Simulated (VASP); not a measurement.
**Si7Ge: single point with r2SCAN**

Si7Ge:

```
Si Ge
1.0
     0.00000   -5.46797    0.00000
     0.00000    0.00000   -5.46797
    10.93594    0.00000    0.00000
Si Ge
14 2
Direct
  0.74757 0.74757 0.12622
  0.74757 0.74757 0.62622
  0.50000 0.50000 0.00000
  0.50000 0.50000 0.50000
  0.50000 0.00000 0.25000
  0.50000 0.00000 0.75000
  0.00000 0.50000 0.25000
  0.00000 0.50000 0.75000
  0.74757 0.25243 0.37378
  0.74757 0.25243 0.87378
  0.25243 0.74757 0.37378
  0.25243 0.74757 0.87378
  0.25243 0.25243 0.12622
  0.25243 0.25243 0.62622
  0.00000 0.00000 0.00000
  0.00000 0.00000 0.50000
```

```json
{"Program": "VASP 6.6.1", "Task": "single point", "Functional": "r2SCAN", "Potentials or basis": "VASP PAW PBE potentials, release 64 (Si, Ge_d)", "Cutoff": "520 eV", "k mesh": "6 × 6 × 3", "Occupations": "gaussian, width 0.05 eV", "Spin": "no spin polarisation", "Dipole correction": "no", "Further INCAR settings": "LREAL = Auto; ALGO = Normal; EDIFF = 1e-07; NBANDS = 56"}
```

| Quantity | Value |
| --- | --- |
| Pressure | -0.2 GPa |
| Largest force | 0.022 eV/Å |
| Band gap on the k mesh | 0.60 eV |

Forces on the atoms (eV/Å):
```
Si   0.012  0.012  0.012
Si   0.012  0.012  0.012
Si   0.000  0.000  0.000
Si   0.000  0.000  0.000
Si   0.000  0.000  0.000
Si   0.000  0.000  0.000
Si   0.000  0.000  0.000
Si   0.000  0.000  0.000
Si  -0.012  0.012 -0.012
Si  -0.012  0.012 -0.012
Si  -0.012 -0.012  0.012
Si  -0.012 -0.012  0.012
Si   0.012 -0.012 -0.012
Si   0.012 -0.012 -0.012
Ge   0.000  0.000  0.000
Ge   0.000  0.000  0.000
```

Levels at points of the mesh, in eV from the valence-band top:
| k point | band 38 | band 39 | band 40 | band 41 | band 42 | band 43 | band 44 | band 45 | band 46 | band 47 |
| --- | --- | --- | --- | --- | --- | --- | --- | --- | --- | --- |
| (0.00, 0.00, 0.00) | -1.94 | -1.94 | 0.00 | 0.00 | 0.00 | 0.60 | 0.99 | 0.99 | 0.99 | 1.06 |
| (0.50, 0.00, 0.00) | -1.94 | -1.55 | -1.43 | -1.35 | -1.35 | 1.23 | 1.41 | 2.60 | 2.60 | 2.69 |
| (0.50, 0.50, 0.00) | -1.35 | -1.35 | -1.16 | -1.16 | -1.16 | 1.33 | 1.81 | 1.81 | 1.81 | 2.60 |

Wall time 27 min on 1 thread of Intel(R) Xeon(R) Platinum 8488C (Sapphire Rapids), with other jobs on the host, peak memory 0.51 GiB.

Caveat: the PAW data sets were made with another functional, which shifts forces and pressure a little; an odd mesh through Γ misses points on the zone boundary, where band edges can lie.
